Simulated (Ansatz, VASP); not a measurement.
**One calculation of Te, two programs**

```
Te
1.0
     4.96257    0.00000    0.00000
    -2.48128    4.29771    0.00000
     0.00000    0.00000    5.02918
Te
2
Direct
  0.33333 0.66667 0.57521
  0.66667 0.33333 0.42479
```

Alike in both runs: functional PBE; k mesh 12 × 12 × 10; occupations gaussian, width 0.1 eV; no spin polarisation.

Ansatz relaxed the structure, and its values are those at the end. VASP's run is a single point on that final structure, the one shown.

|  | VASP | Ansatz |
| --- | --- | --- |
| version | VASP 6.6.1 | Ansatz 0.2.0 |
| potentials or method | VASP PAW PBE potentials, release 64 (Te), cutoff 520 eV | scalar-relativistic, plane waves, PAW |
| valence electrons in the cell | 12 | 32 |

```tsv
	VASP	Ansatz	Ansatz less VASP
gap on the k mesh at the Fermi level (eV)	none	none	-
pressure (GPa)	0.0	0.0	+0.01
```

A gap of «none» marks a metal or a gap that the smearing closes. VASP's potentials hold 12 valence electrons a cell and Ansatz's 32, so a difference there can come from the potentials and not from the codes.

Spin-orbit coupling is off throughout.
